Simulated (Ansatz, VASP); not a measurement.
## One calculation of Co, two programs

INCAR

```
SYSTEM = Co
ALGO = Normal
EDIFF = 1E-6
ENCUT = 520
GGA = PE
ISIF = 2
ISMEAR = -1
ISPIN = 2
LASPH = .True.
LCHARG = .True.
LELF = .True.
LMAXMIX = 4
LORBIT = 11
LREAL = .False.
LVHAR = .True.
LWAVE = .False.
MAGMOM = 2 2
NBANDS = 20
NELM = 150
PREC = Accurate
SIGMA = 0.08
```

File KPOINTS:

```
k-points
0
Gamma
  19 19 10
  0 0 0
```

File POSCAR:

```
Co
1.0
    2.5684055861      0.0000000000      0.0000000000
   -1.2842027931      2.2243044849      0.0000000000
    0.0000000000      0.0000000000      4.1712360565
Co
2
Direct
    0.3333333333      0.6666666667      0.2500000000
    0.6666666667      0.3333333333      0.7500000000
```

Input for Ansatz:

```yaml
crystal:
  lattice:
    - [2.5684055861, 0.0, 0.0]
    - [-1.2842027931, 2.2243044849, 0.0]
    - [0.0, 0.0, 4.1712360565]
  atoms:
    - { symbol: Co, position: [0.3333333333, 0.6666666667, 0.25], spin: 2.0 }
    - { symbol: Co, position: [0.6666666667, 0.3333333333, 0.75], spin: 2.0 }
magnetization:
  spin_polarized: true
kpoints:
  mp_grid: { grid: [19, 19, 10] }
scf:
  occupations: { method: fermi_dirac, width: 0.08 }
hamiltonian:
  xc: pbe
  pseudopotentials: { kind: all_electron, lapw: { basis_error: 0.001 } }
output:
  forces: true
  stress: true
  eigenvalues: true
```

Change from the starting cell: volume scaled by 1.06.

Alike in both runs: task single point; functional PBE; k mesh 19 × 19 × 10; occupations fermi-dirac, width 0.08 eV; collinear spin.

|  | VASP | Ansatz |
| --- | --- | --- |
| version | VASP 6.6.1 | Ansatz 0.2.0 |
| potentials or method | VASP PAW PBE potentials, release 64 (Co), cutoff 520 eV | all-electron LAPW, scalar-relativistic |

|  | VASP | Ansatz | Ansatz less VASP |
| --- | --- | --- | --- |
| pressure (GPa) | -16.0 | -15.8 | +0.27 |
| traceless stress, the component that is largest in VASP (GPa) | -0.39 | -0.25 | +0.140 |
| net moment per atom (μB) | 1.67 | 1.69 | +0.011 |
| size of the moment on the site where the two differ most (μB) | 1.71 | 1.74 | +0.032 |

Site moments also hang on the region over which each program counts them. Ansatz ran all-electron here, and VASP with PAW potentials.
